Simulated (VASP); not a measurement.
Runs of VASP 6.6.1 on LiF. Symmetry: Fm-3m, No. 225, cubic system. Conventional cell: a = 3.990 Å, b = 3.990 Å, c = 3.990 Å, α = 90.00°, β = 90.00°, γ = 90.00°. Li (site symmetry m-3m) has 6 F at 1.99 Å within 2.6 Å. Within 2.6 Å of F (site symmetry m-3m) lie 6 Li at 1.99 Å. 

| level | potentials or basis | k mesh | gap on the mesh (eV) |
| --- | --- | --- | --- |
| PBEsol | VASP PAW PBE potentials, release 64 (Li_sv, F) | 6 × 6 × 6 | 9.18 |
| PBE | VASP PAW PBE potentials, release 64 (Li_sv, F) | 6 × 6 × 6 | 9.35 |
| LDA | VASP PAW LDA potentials, release 64 (Li_sv, F) | 6 × 6 × 6 | 9.10 |
| PBE | VASP PAW PBE potentials, release 64 (Li_sv, F) | 8 × 8 × 8 | 9.35 |
| r2SCAN | VASP PAW PBE potentials, release 64 (Li_sv, F) | 8 × 8 × 8 | (a) |

Alike in all rows: task single point; no spin polarisation; cell as given; cutoff (eV) 520; smearing gaussian 0.01 eV.

**Question.** Fill in the values left out.

**Answer.** (a) 10.55.

Caveats: some runs use coarse meshes.

A k mesh can miss the band edges.
